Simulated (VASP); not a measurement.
Wanted: the native input for a VASP 6.6.1 run.

| Property | Result |
| --- | --- |
| Task | single point |
| Functional | PBEsol |
| Potentials or basis | VASP PAW PBE potentials, release 64 (Ga_d, N) |
| Cutoff | 520 eV |
| k mesh | 10 × 10 × 5 |
| Occupations | fermi-dirac, width 0.05 eV |
| Spin | no spin polarisation |
| Dipole correction | no |
| Further INCAR settings | ALGO = Normal; EDIFF = 1e-06; NBANDS = 26 |

The structure of GaN lies in POSCAR:

```
GaN
1.0
    3.1800000000      0.0000000000      0.0000000000
   -1.5900000000      2.7539607840      0.0000000000
    0.0000000000      0.0000000000      5.1660000000
Ga N
2 2
Direct
    0.6666666667      0.3333333333      0.5000000000
    0.3333333333      0.6666666667      0.0000000000
    0.6666666667      0.3333333333      0.8750000000
    0.3333333333      0.6666666667      0.3750000000
```

These files were run (other wordings do the same):

INCAR

```
ALGO = Normal ; EDIFF = 1E-6
ENCUT = 520 ; GGA = PS
ISIF = 2 ; ISMEAR = -1
LASPH = True ; LCHARG = True
LELF = True ; LREAL = False
LVHAR = True ; LWAVE = False
NBANDS = 26 ; NELM = 100
PREC = Accurate ; SIGMA = 0.05
```

KPOINTS

```
k-points
0
Gamma
  10 10 5
```

Potentials or basis: VASP PAW PBE potentials, release 64 (Ga_d, N).

Launch:

```bash
$ cat potpaw_PBE.64/Ga_d/POTCAR potpaw_PBE.64/N/POTCAR > POTCAR
$ mpirun -np 1 vasp_std > vasp.out
```

It gave:

- Pressure: 0.9 GPa
- Largest force: 0.131 eV/Å
- Band gap on the k mesh: 1.93 eV, direct

Caveat: the PAW data sets were made with another functional, which shifts forces and pressure a little.

Run time: 43 s on 1 thread of Intel(R) Xeon(R) Platinum 8375C CPU @ 2.90GHz (Ice Lake), on a shared host, peak memory 0.18 GiB.
